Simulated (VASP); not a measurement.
**Rh: single point with PBE**

Rh:

```
Rh
1.0
     2.66927    0.00000    0.00000
    -1.33463    2.31166    0.00000
     0.00000    0.00000    4.29565
Rh
2
Direct
  0.66667 0.33333 0.75000
  0.33333 0.66667 0.25000
```

This isn't the form of Rh at room conditions, which is fcc.

| Property | Result |
| --- | --- |
| Program | VASP 6.6.1 |
| Task | single point |
| Functional | PBE |
| Potentials or basis | VASP PAW PBE potentials, release 64 (Rh_pv) |
| Cutoff | 500 eV |
| k mesh | 21 × 21 × 12 |
| Occupations | gaussian, width 0.15 eV |
| Spin | collinear spin, ferromagnetic start |
| Starting moments | [0.625, 0.625] μB |
| Fixed moment | 1.25 μB |
| Dipole correction | no |
| Further INCAR settings | ALGO = Normal; EDIFF = 1e-06; NBANDS = 26 |

| Item | Value |
| --- | --- |
| Pressure | 21.4 GPa |
| Net moment | 1.25 μB per cell |
| Site moments | Rh +0.62 μB |
| Valence electrons inside the program's atomic spheres | Rh 13.86 |

Stress tensor (GPa, compression positive):
```
21.09  0.00  0.00
 0.00 21.09  0.00
 0.00  0.00 21.96
```

Run time: 2.1 min on 1 thread of Intel(R) Xeon(R) 6975P-C (Granite Rapids) (shared host), peak memory 0.37 GiB.

Caveat: the cell stands under pressure; the total moment is fixed, so each spin has its own Fermi level.
